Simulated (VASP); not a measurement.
A run of VASP 6.6.1 is set up as follows.

File INCAR:

```
PREC = Accurate
ENCUT = 520
EDIFF = 1E-6
ISMEAR = 0
SIGMA = 0.1
LREAL = F
LASPH = T
NELM = 100
ALGO = Fast
ISIF = 2
LWAVE = F
LCHARG = F
GGA = PS
NBANDS = 26
```

The input KPOINTS:

```
regular mesh
0
Gamma
  8 8 8
```

Contents of POSCAR:

```
K3Pd
1.0
    5.2899934799      0.0000000000      0.0000000000
    0.0000000000      5.2899934799      0.0000000000
    0.0000000000      0.0000000000      5.2899934799
K Pd
3 1
Direct
    0.5000000000      0.5000000000      0.0000000000
    0.5000000000      0.0000000000      0.5000000000
    0.0000000000      0.5000000000      0.5000000000
    0.0000000000      0.0000000000      0.0000000000
```

Potentials or basis: VASP PAW PBE potentials, release 64 (K_sv, Pd).

The run is started by

```console
$ cat potpaw_PBE.64/K_sv/POTCAR potpaw_PBE.64/Pd/POTCAR > POTCAR
$ mpirun -np 1 vasp_std > vasp.out
```

(1) Predict the pressure.

## Answers

(1) 0.0 GPa.

Caveat: the cell differs from its parent crystal (strained); the PAW data sets were made with another functional, which shifts forces and pressure a little.
